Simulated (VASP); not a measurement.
Wanted: the native input for a VASP 6.6.1 run.

```
Task                            : G0W0 quasiparticle levels
Functional                      : PBE
Potentials or basis             : VASP PAW PBE potentials, release 64 (B_GW, As_GW)
Cutoff                          : 500 eV
k mesh                          : 2 × 2 × 2
Occupations                     : gaussian, width 0.01 eV
Spin                            : no spin polarisation
Dipole correction               : no
GW scheme                       : G0W0
GW iterations                   : 1
Cutoff of the response function : 113.3
Frequency points                : 48
Empty bands                     : 133
Further INCAR settings          : ALGO = EVGW0; EDIFF = 1e-08; NBANDS = 137
```

BAs:

```
CELL_PARAMETERS angstrom
0.00000 2.38850 2.38850
2.38850 0.00000 2.38850
2.38850 2.38850 0.00000
ATOMIC_POSITIONS crystal
B 0.00000 0.00000 0.00000
As 0.25000 0.25000 0.25000
```

One way to write it, as run:

POSCAR

```
BAs
1.0
    0.0000000000      2.3885000000      2.3885000000
    2.3885000000      0.0000000000      2.3885000000
    2.3885000000      2.3885000000      0.0000000000
B As
1 1
Direct
    0.0000000000      0.0000000000      0.0000000000
    0.2500000000      0.2500000000      0.2500000000
```

INCAR.step1

```
PREC     = Accurate       # precision mode
ENCUT    = 500            # plane-wave cutoff, eV
EDIFF    = 1E-8           # SCF threshold, eV
ISMEAR   = 0              # smearing method
SIGMA    = 0.01           # smearing width, eV
LREAL    = False          # projectors in reciprocal space
LASPH    = True           # aspherical terms in the spheres
NELM     = 60             # most SCF steps
ALGO     = Normal         # electronic algorithm
LWAVE    = True           # write WAVECAR
LCHARG   = False          # write CHGCAR
GGA      = PE             # functional
```

INCAR.step2

```
PREC     = Accurate       # precision mode
ENCUT    = 500            # plane-wave cutoff, eV
EDIFF    = 1E-8           # SCF threshold, eV
ISMEAR   = 0              # smearing method
SIGMA    = 0.01           # smearing width, eV
LREAL    = False          # projectors in reciprocal space
LASPH    = True           # aspherical terms in the spheres
NELM     = 1              # most SCF steps
ALGO     = Exact          # electronic algorithm
LWAVE    = True           # write WAVECAR
LCHARG   = False          # write CHGCAR
GGA      = PE             # functional
NBANDS   = 137            # bands
LOPTICS  = True           # frequency-dependent dielectric function
ISTART   = 1
```

INCAR.step3

```
PREC     = Accurate       # precision mode
ENCUT    = 500            # plane-wave cutoff, eV
EDIFF    = 1E-8           # SCF threshold, eV
ISMEAR   = 0              # smearing method
SIGMA    = 0.01           # smearing width, eV
LREAL    = False          # projectors in reciprocal space
LASPH    = True           # aspherical terms in the spheres
ALGO     = EVGW0          # electronic algorithm
LWAVE    = False          # write WAVECAR
LCHARG   = False          # write CHGCAR
GGA      = PE             # functional
NELMGW   = 1            
NBANDS   = 137            # bands
ENCUTGW  = 113.3          # cutoff of the response function
NOMEGA   = 48             # frequency points
PRECFOCK = Fast         
ISTART   = 1            
NBANDSGW = 12
```

KPOINTS

```
regular mesh
0
Gamma
  2 2 2
```

Potentials or basis: VASP PAW PBE potentials, release 64 (B_GW, As_GW).

Run with:

```sh
$ cat potpaw_PBE.64/B_GW/POTCAR potpaw_PBE.64/As_GW/POTCAR > POTCAR
$ cp INCAR.step1 INCAR
$ mpirun -np 1 vasp_std > vasp.out
$ cp INCAR.step2 INCAR
$ mpirun -np 1 vasp_std > vasp.out
$ cp INCAR.step3 INCAR
$ mpirun -np 1 vasp_std > vasp.out
```

It gave:

The quasiparticle gap is 1.62 eV, the least direct quasiparticle gap is 3.93 eV and the band gap of the starting levels on the mesh is 1.28 eV. The least direct gap of the starting levels on the mesh is 3.14 eV.

Caveat: the k points lie up to 1.14 Å⁻¹ apart; bands, screening cutoff and mesh are small and nothing is extrapolated, so the quasiparticle values aren't converged.

Wall time 22 s on 1 thread of Intel(R) Xeon(R) Platinum 8259CL CPU @ 2.50GHz (Skylake/Cascade Lake), with other jobs on the host, peak memory 0.19 GiB.
